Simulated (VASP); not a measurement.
NaH, 8 atoms in the cell. Symmetry: P6_3/mmc, No. 194, hexagonal system. The conventional cell has a = 3.272 Å, b = 3.272 Å, c = 11.134 Å, α = 90.00°, β = 90.00°, γ = 120.00°. Na (site symmetry 3m) has 6 H at 2.33 to 2.37 Å and 1 Na at 2.85 Å within 3.1 Å. Within 3.1 Å of H (site symmetry -3m) lie 6 Na at 2.33 Å. H (site symmetry -6m2) has 6 Na at 2.37 Å within 3.1 Å. 

```yaml
Program: VASP 6.6.1
Task: relaxation of shape and atoms at fixed volume
Functional: PBE
Potentials_or_basis: VASP PAW PBE potentials, release 64 (Na_pv, H)
Cutoff: 500 eV
k_mesh: 12 × 12 × 2
Occupations: gaussian, width 0.02 eV
Spin: no spin polarisation
Dipole_correction: no
Further_INCAR_settings: ALGO = Normal; EDIFF = 1e-07; IBRION = 2; EDIFFG = -0.01; NSW = 50; ISIF = 4
```

Potentials or basis: VASP PAW PBE potentials, release 64 (Na_pv, H).

Launch:

```console
$ cat potpaw_PBE.64/Na_pv/POTCAR potpaw_PBE.64/H/POTCAR > POTCAR
$ mpirun -np 1 vasp_std > vasp.out
```

Hardware: 1 thread of Intel(R) Xeon(R) Platinum 8488C (Sapphire Rapids) (shared host).

Q: Estimate the wall time of this run.

A: Wall time 64 s on 1 thread of Intel(R) Xeon(R) Platinum 8488C (Sapphire Rapids), on a shared host, peak memory 0.23 GiB. Counts: scf iterations 20, k points 38, ion steps 2.
